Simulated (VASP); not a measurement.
# GaP in VASP: further runs, part 3 of 3

VASP 6.6.1.

### 4 Relaxation of the atoms, PBE (z stretched by +3 %)

File INCAR:

```
PREC     = Accurate       # precision mode
ENCUT    = 520            # plane-wave cutoff, eV
EDIFF    = 1E-6           # SCF threshold, eV
ISMEAR   = -1             # smearing method
SIGMA    = 0.02           # smearing width, eV
LREAL    = False          # projectors in reciprocal space
LASPH    = True           # aspherical terms in the spheres
NELM     = 100            # most SCF steps
ALGO     = Normal         # electronic algorithm
ISIF     = 2              # what is computed and relaxed
LWAVE    = False          # write WAVECAR
LCHARG   = False          # write CHGCAR
GGA      = PE             # functional
IBRION   = 2              # ionic algorithm
NSW      = 80             # ionic steps
EDIFFG   = -0.02          # ionic threshold
```

File KPOINTS:

```
regular mesh
0
Gamma
  14 14 14
```

File POSCAR:

```
GaP
1.0
    0.0000000000      2.7252500000      2.8070075000
    2.7252500000      0.0000000000      2.8070075000
    2.7252500000      2.7252500000      0.0000000000
Ga P
1 1
Direct
    0.0000000000      0.0000000000      0.0000000000
    0.2500000000      0.2500000000      0.2500000000
```

Potentials or basis: VASP PAW PBE potentials, release 64 (Ga_d, P).

Run with:

```sh
cat potpaw_PBE.64/Ga_d/POTCAR potpaw_PBE.64/P/POTCAR > POTCAR
mpirun -np 1 vasp_std > vasp.out
```

OUTCAR:

```text
PREC = Accurate
   ENCUT = 520
   EDIFF = 1E-6
   ISMEAR = -1
   LREAL = False
   LASPH = True
   NELM = 100
   ISIF = 2
   GGA = PE
   IBRION = 2
   NSW = 80
   EDIFFG = -0.02

 ion  position               nearest neighbor table
   1  0.000  0.000  0.000-   2 2.38   2 2.38   2 2.38   2 2.38
   2  0.250  0.250  0.250-   1 2.38   1 2.38   1 2.38   1 2.38

  LATTYP: Found a body centered tetragonal cell.
 ALAT       =     3.8540855109
 C/A-ratio  =     1.4566399692

  Lattice vectors:

 A1 = (  -2.7252500000,   0.0000000000,   2.8070075000)
 A2 = (   2.7252500000,   0.0000000000,   2.8070075000)
 A3 = (   0.0000000000,   2.7252500000,  -2.8070075000)

Analysis of symmetry for initial positions (statically):
=====================================================================
 Subroutine PRICEL returns:
 Original cell was already a primitive cell.

 Routine SETGRP: Setting up the symmetry group for a
 body centered tetragonal supercell.

 Subroutine GETGRP returns: Found  8 space group operations
 (whereof  8 operations were pure point group operations)
 out of a pool of 16 trial point group operations.

The static configuration has the point symmetry D_2d.

Analysis of symmetry for dynamics (positions and initial velocities):
=====================================================================
 Subroutine PRICEL returns:
 Original cell was already a primitive cell.

 Routine SETGRP: Setting up the symmetry group for a
 body centered tetragonal supercell.

 Subroutine GETGRP returns: Found  8 space group operations
 (whereof  8 operations were pure point group operations)
 out of a pool of 16 trial point group operations.

The dynamic configuration has the point symmetry D_2d.

 Subroutine INISYM returns: Found  8 space group operations
 (whereof  8 operations are pure point group operations),
 and found     1 'primitive' translations

----------------------------------------------------------------------------------------

                                     Primitive cell

  volume of cell :      41.6952

  direct lattice vectors                    reciprocal lattice vectors
     0.000000000  2.725250000  2.807007500    -0.183469406  0.183469406  0.178125637
     2.725250000  0.000000000  2.807007500     0.183469406 -0.183469406  0.178125637
     2.725250000  2.725250000  0.000000000     0.183469406  0.183469406 -0.178125637

  length of vectors
     3.912323947  3.912323947  3.854085511     0.314723353  0.314723353  0.314723353

  position of ions in fractional coordinates (direct lattice)
     0.000000000  0.000000000  0.000000000
     0.250000000  0.250000000  0.250000000

  ion indices of the primitive-cell ions
   primitive index   ion index
                 1           1
                 2           2

----------------------------------------------------------------------------------------

 KPOINTS: regular mesh

[... 28 lines left out ...]
  0.285714  0.000000  0.000000      8.000000
  0.357143  0.000000  0.000000      8.000000
[... 16 lines left out ...]
  0.214286  0.142857  0.000000      8.000000
  0.285714  0.142857  0.000000      8.000000
 [... further k-points ...]
   k-points           NKPTS =    244   k-points in BZ     NKDIM =    244   number of bands    NBANDS=     13
   number of dos      NEDOS =    301   number of ions     NIONS =      2
   total plane-waves  NPLWV =  27000
   dimension x,y,z NGX =    30 NGY =   30 NGZ =   30
   dimension x,y,z NGXF=    60 NGYF=   60 NGZF=   60
   ions per type =               1   1
   NGX,Y,Z   is equivalent  to a cutoff of  12.75, 12.75, 12.94 a.u.
   NGXF,Y,Z  is equivalent  to a cutoff of  25.50, 25.50, 25.88 a.u.
 SYSTEM =  unknown system
   PREC   = accura    normal or accurate (medium, high low for compatibility)
   ISTART =      0    job   : 0-new  1-cont  2-samecut
   ICHARG =      2    charge: 1-file 2-atom 10-const
   ISPIN  =      1    spin polarized calculation?
   LNONCOLLINEAR =      F non collinear calculations
   LSORBIT =      F    spin-orbit coupling
   LASPH  =      T    aspherical Exc in radial PAW
   ENCUT  =  520.0 eV  38.22 Ry    6.18 a.u.   7.27  7.27  7.17*2*pi/ulx,y,z
   NELM   =    100;   NELMIN=  2; NELMDL= -5     # of ELM steps
   EDIFF  = 0.1E-05   stopping-criterion for ELM
   LREAL  =      F    real-space projection
   EDIFFG = -.2E-01   stopping-criterion for IOM
   NSW    =     80    number of steps for IOM
   IBRION =      2    ionic relax: 0-MD 1-quasi-New 2-CG
   NFREE  =      1    steps in history (QN), initial steepest desc. (CG)
   ISIF   =      2    stress and relaxation
   ISYM   =      2    0-nonsym 1-usesym 2-fastsym
   POTIM  = 0.5000    time-step for ionic-motion
   TEBEG  =    0.0;   TEEND  =   0.0 temperature during run
   PSTRESS=    0.0 pullay stress
   NELECT =      18.0000    total number of electrons
   NUPDOWN=      -1.0000    fix difference up-down
   EMIN   =  10.00;   EMAX   =-10.00  energy-range for DOS
   EFERMI =   0.00;   METHOD = LEGACY
   ISMEAR =    -1;   SIGMA  =   0.02  broadening in eV -4-tet -1-fermi 0-gaus
   EFERMI_NEDOS =   21; number of points for ismear=-14 and -15
   IALGO  =     38    algorithm
   IMIX   =      4    mixing-type and parameters
     AMIX     =   0.40;   BMIX     =  1.00
     AMIX_MAG =   1.60;   BMIX_MAG =  1.00
  volume/ion in A,a.u.               =      20.85       140.69
  Fermi-wavevector in a.u.,A,eV,Ry     =   1.237286  2.338132 20.828855  1.530878
  Thomas-Fermi vector in A             =   2.371860
   LORBIT       =      0    0 simple, 1 ext, 2 COOP (PROOUT), +10 PAW based schemes
   GGA     = PE    functional components
   LHFCALC =     F    Hartree Fock is set to
   AEXX    =    0.0000 exact exchange contribution
   IVDW    =     0    specifies the selected vdW correction
   LEPSILON=     F    determine dielectric tensor
   LRPA    =     F    only Hartree local field effects (RPA)
 conjugate gradient relaxation of ions
 non-spin polarized calculation
  energy-cutoff  :      520.00
  volume of cell :       41.70
 maximum number of plane-waves:      1140
 NGX is ok and might be reduce to    30
   NGX = 15   NGY = 15   NGZ = 15

 number of electron      17.9999998 magnetization

 Free energy of the ion-electron system (eV)
  ---------------------------------------------------
  ext. energy  EPLUGINS =         0.00000000
  ---------------------------------------------------
  free energy    TOTEN  =        -9.12232373 eV

  energy without entropy =       -9.12232373  energy(sigma->0) =       -9.12232373

 E-fermi :   4.8109     XC(G=0):  -9.7007

 val. band max:        4.4103657850   @ k =   0.0000   0.0000   0.0000
 cond. band min:       5.9123170093   @ k =   0.4286   0.0000   0.4286
 fundamental gap:      1.5019512244
 Fermi energy:         4.8108959203

 k-point     1 :       0.0000    0.0000    0.0000
  band No.  band energies     occupation
      1     -10.1551      2.00000
      2     -10.1460      2.00000
      3     -10.1460      2.00000
      4     -10.0609      2.00000
      5     -10.0560      2.00000
      6      -7.9175      2.00000
      7       4.2404      2.00000
      8       4.4104      2.00000
      9       4.4104      2.00000
     10       5.9297      0.00000
     11       8.2344      0.00000
     12       8.2344      0.00000
     13       8.3005      0.00000
[... 354 lines left out ...]
  band No.  band energies     occupation
      1     -10.2009      2.00000
      2     -10.1285      2.00000
      3     -10.1246      2.00000
      4     -10.0620      2.00000
      5     -10.0549      2.00000
      6      -7.0457      2.00000
      7       0.5732      2.00000
      8       2.9889      2.00000
      9       3.1806      2.00000
     10       7.3037      0.00000
     11       8.3615      0.00000
     12      10.0089      0.00000
     13      10.1902      0.00000

 [... further k-points ...]

------------------------ aborting loop because EDIFF is reached ----------------------------------------

  FORCE on cell =-STRESS in cart. coord.  units (eV):
  Direction    XX          YY          ZZ          XY          YZ          ZX
  --------------------------------------------------------------------------------------
  -------------------------------------------------------------------------------------
  Total        0.1975069      0.1975069     -0.3928116      0.0000000     -0.0000000      0.0000000
  in kB        7.5893860      7.5893860    -15.0941467      0.0000000     -0.0000000      0.0000000
  external PRESSURE =       0.0282085 kB  Pullay stress =       0.0000000 kB

 VOLUME and BASIS-vectors are now :
 -----------------------------------------------------------------------------
  energy-cutoff  :      520.00
  volume of cell :       41.70
      direct lattice vectors                 reciprocal lattice vectors
     0.000000000  2.725250000  2.807007500    -0.183469406  0.183469406  0.178125637
     2.725250000  0.000000000  2.807007500     0.183469406 -0.183469406  0.178125637
     2.725250000  2.725250000  0.000000000     0.183469406  0.183469406 -0.178125637

 POSITION                                       TOTAL-FORCE (eV/Angst)
 -----------------------------------------------------------------------------------
      0.00000      0.00000      0.00000         0.000000      0.000000      0.000000
      1.36262      1.36262      1.40350        -0.000000     -0.000000     -0.000000
 -----------------------------------------------------------------------------------
    total drift:                                0.000002      0.000002      0.000002

  FREE ENERGIE OF THE ION-ELECTRON SYSTEM (eV)
  ---------------------------------------------------
  free  energy   TOTEN  =        -9.1223237253 eV

  energy  without entropy=       -9.1223237253  energy(sigma->0) =       -9.12232373

 reached required accuracy - stopping structural energy minimisation
```

It took 2.6 min on 1 thread of Oxide Virtual Turin-like, shared host; peak memory 0.24 GiB.

What came out:

- Free energy: -9.1223 eV
- Pressure after relaxing: 0.0 GPa
- Band gap on the k mesh: 1.50 eV (least direct gap 1.52 eV)

Final structure:
```
Ga P
1.0
     0.00000    2.72525    2.80701
     2.72525    0.00000    2.80701
     2.72525    2.72525    0.00000
Ga P
1 1
Cartesian
  0.0000 0.0000 0.0000
  1.3626 1.3626 1.4035
```

Caveat: the cell differs from its parent crystal (z stretched by +3 %); the relaxation stopped at its first step, so nothing moved.

### 5 The runs side by side

| task | cell | gap on the mesh (eV) | pressure (GPa) |
| --- | --- | --- | --- |
| single point | a = 3.912, b = 3.912, c = 3.854 Å, angles 60.5, 60.5, 59.0°, 2 atoms | 1.50 | 0.0 |
| relaxation of the atoms | atoms relaxed from a = 3.775 Å, angles 60.0°, 2 atoms | 1.48 | 8.6 |
| relaxation of the atoms | atoms relaxed from a = 3.912, b = 3.912, c = 3.854 Å, angles 60.5, 60.5, 59.0°, 2 atoms | 1.50 | 0.0 |

Alike in all rows: level PBE; potentials or basis VASP PAW PBE potentials, release 64 (Ga_d, P); no spin polarisation; k mesh 14 × 14 × 14; cutoff (eV) 520; smearing fermi-dirac 0.02 eV.

Caveats: the relaxation stopped at its first step, so nothing moved (at least some runs).

Total energies depend on the potentials used, so only differences within one code and one set of settings carry meaning.
